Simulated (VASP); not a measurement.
Sb: single point with PBEsol

Sb:

```xyz
1
Lattice="3.2491 0.0000 0.0000 0.0000 3.2491 0.0000 0.0000 0.0000 2.9891" Properties=species:S:1:pos:R:3 pbc="T T T"
Sb    0.0000    0.0000    0.0000
```

This cell differs from its parent crystal: ratio of the length along z to the lengths across it x 0.92, volume and fractional coordinates fixed.

```json
{
  "Program": "VASP 6.6.1",
  "Task": "single point",
  "Functional": "PBEsol",
  "Potentials or basis": "VASP PAW PBE potentials, release 64 (Sb)",
  "Cutoff": "520 eV",
  "k mesh": "16 × 16 × 16",
  "Occupations": "gaussian, width 0.15 eV",
  "Spin": "no spin polarisation",
  "Dipole correction": "no",
  "Further INCAR settings": "ALGO = Normal; EDIFF = 1e-07; NBANDS = 8"
}
```

- Pressure: -4.1 GPa

Stress tensor (GPa, compression positive):
```
-6.97  0.00  0.00
 0.00 -6.97  0.00
 0.00  0.00  1.53
```

Levels at points of the mesh, in eV from the Fermi level:
```csv
k point,band 1,band 2,band 3,band 4,band 5,band 6
"(0.00, 0.00, 0.00)",-12.01,2.39,2.39,4.72,6.41,6.50
"(0.50, 0.00, 0.00)",-10.11,-5.14,3.95,6.31,8.56,10.24
"(0.50, 0.50, 0.00)",-8.16,-3.42,-3.42,2.23,7.91,12.97
"(0.00, 0.00, 0.50)",-9.05,-5.37,4.81,4.81,9.00,9.66
"(0.50, 0.00, 0.50)",-7.00,-3.77,-2.64,2.44,6.37,12.26
"(0.50, 0.50, 0.50)",-4.78,-2.29,-1.05,-1.05,4.74,4.74
```

It took 89 s on 1 thread of AMD EPYC 7R43 64-Core Processor (Zen 3), with other jobs on the host, peak memory 0.18 GiB.

Caveat: the PAW data sets were made with another functional, which shifts forces and pressure a little; spin-orbit coupling is left out, which moves the levels of the heavy elements.
